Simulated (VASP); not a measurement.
A run of VASP 6.6.1:

File INCAR:

```
PREC = Accurate
ENCUT = 520
EDIFF = 1E-6
ISMEAR = 0
SIGMA = 0.05
LREAL = False
LASPH = True
NELM = 60
ALGO = Normal
ISIF = 2
LWAVE = False
LCHARG = False
GGA = PE
NBANDS = 11
```

The input KPOINTS:

```
regular mesh
0
Gamma
  12 12 12
```

The input POSCAR:

```
SiC
1.0
    0.0000000000      2.1657591277      2.1657591277
    2.1657591277      0.0000000000      2.1657591277
    2.1428020810      2.1428020810      0.0229570468
Si C
1 1
Direct
    0.0000000000      0.0000000000      0.0000000000
    0.7500000000      0.7500000000      0.7500000000
```

Potentials or basis: VASP PAW PBE potentials, release 64 (Si, C).

Run with:

```bash
$ cat potpaw_PBE.64/Si/POTCAR potpaw_PBE.64/C/POTCAR > POTCAR
$ mpirun -np 1 vasp_std > vasp.out
```

Hardware: 1 thread of AMD EPYC 7R43 64-Core Processor (Zen 3), with other jobs on the host.

Question: Estimate the wall time of this run.

Answer: Wall time 44 s on 1 thread of AMD EPYC 7R43 64-Core Processor (Zen 3) (shared host), peak memory 0.13 GiB. Counts: scf iterations 12, k points 189.
